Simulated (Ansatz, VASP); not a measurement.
**SnMo: VASP beside Ansatz**

Contents of INCAR:

```
PREC = Accurate
ENCUT = 600
EDIFF = 1E-6
ISMEAR = 0
SIGMA = 0.1
LREAL = F
LASPH = T
NELM = 60
ALGO = Normal
ISIF = 3
LWAVE = F
LCHARG = F
GGA = PE
IBRION = 2
NSW = 90
EDIFFG = -0.04
```

File KPOINTS:

```
Automatic mesh
0
Gamma
  6 6 6
```

File POSCAR:

```
SnMo
1.0
    0.0000000000      2.8268332103      2.8268332103
    2.8268332103      0.0000000000      2.8268332103
    2.8268332103      2.8268332103      0.0000000000
Sn Mo
1 1
Direct
    0.0000000000      0.0000000000      0.0000000000
    0.7500000000      0.7500000000      0.7500000000
```

Input for Ansatz:

```yaml
crystal:
  lattice:
    - [0.0, 2.8268332103, 2.8268332103]
    - [2.8268332103, 0.0, 2.8268332103]
    - [2.8268332103, 2.8268332103, 0.0]
  atoms:
    - { symbol: Sn, position: [0.0, 0.0, 0.0] }
    - { symbol: Mo, position: [0.75, 0.75, 0.75] }
basis:
  ecutwfc: 420
kpoints:
  mp_grid: { grid: [6, 6, 6] }
hamiltonian:
  xc: pbe
scf:
  occupations: { method: gaussian, width: 0.1 }
  lower_state_search: "off"
output:
  forces: true
  stress: true
  eigenvalues: true
relax:
  adjacent_minimum: "off"
  f_tol: 0.04
  max_steps: 70
  cell: { stress_tol: 0.4 }
```

Alike in both runs: task relaxation of cell and atoms; functional PBE; k mesh 6 × 6 × 6; occupations gaussian, width 0.1 eV; no spin polarisation.

```csv
,VASP,Ansatz
version,VASP 6.6.1,Ansatz 0.2.0
potentials or method,"VASP PAW PBE potentials, release 64 (Sn_d, Mo_sv), cutoff 600 eV","scalar-relativistic, plane waves, PAW"
valence electrons in the cell,28,28
```

```tsv
	VASP	Ansatz	Ansatz less VASP
gap on the k mesh at the Fermi level, each at its own relaxed structure (eV)	none	none	-
relaxed volume (Å³/atom)	29.30	29.26	-0.037
relaxed cell length with the largest relative difference (Å)	4.360	4.358	-0.0018
```

A gap of «none» marks a metal or a gap that the smearing closes.

Noted on VASP's run: the volume moved by over 15 % at a fixed basis, so the end points are rough.
